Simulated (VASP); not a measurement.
SrO: relaxation of cell and atoms with PBEsol

The system is SrO.

```
CELL_PARAMETERS angstrom
0.00000 2.56630 2.56630
2.56630 0.00000 2.56630
2.56630 2.56630 0.00000
ATOMIC_POSITIONS crystal
Sr 0.50000 0.50000 0.50000
O 0.00000 0.00000 0.00000
```

```
Program                : VASP 6.6.1
Task                   : relaxation of cell and atoms
Functional             : PBEsol
Potentials or basis    : VASP PAW PBE potentials, release 64 (Sr_sv, O)
Cutoff                 : 600 eV
k mesh                 : 10 × 10 × 10
Occupations            : fermi-dirac, width 0.02 eV
Spin                   : no spin polarisation
Dipole correction      : no
Further INCAR settings : ALGO = Normal; EDIFF = 1e-07; IBRION = 2; EDIFFG = -0.01; NSW = 80; ISIF = 3
```

| Item | Value |
| --- | --- |
| Pressure after relaxing | 0.0 GPa |
| Band gap on the k mesh | 3.15 eV (least direct gap 3.24 eV) |

Final structure:
```
CELL_PARAMETERS angstrom
0.00000 2.56630 2.56630
2.56630 0.00000 2.56630
2.56630 2.56630 0.00000
ATOMIC_POSITIONS crystal
Sr 0.50000 0.50000 0.50000
O 0.00000 0.00000 0.00000
```

Levels at points of the mesh, in eV from the valence-band top:
| k point | band 4 | band 5 | band 6 | band 7 | band 8 | band 9 | band 10 | band 11 | band 12 |
| --- | --- | --- | --- | --- | --- | --- | --- | --- | --- |
| (0.00, 0.00, 0.00) | -13.86 | -13.86 | 0.00 | 0.00 | 0.00 | 3.86 | 6.17 | 6.17 | 6.17 |
| (0.50, 0.00, 0.00) | -13.95 | -12.67 | -2.24 | -1.16 | -1.16 | 6.51 | 8.33 | 8.88 | 8.88 |
| (0.50, 0.50, 0.00) | -14.25 | -14.25 | -0.43 | -0.08 | -0.08 | 3.15 | 7.80 | 10.23 | 10.27 |

Wall time 50 s on 1 thread of Intel Xeon 8259CL, with other jobs on the host, peak memory 0.18 GiB.

Caveat: the relaxation stopped at its first step, so nothing moved; the PAW data sets were made with another functional, which shifts forces and pressure a little. A k mesh can miss the band edges.
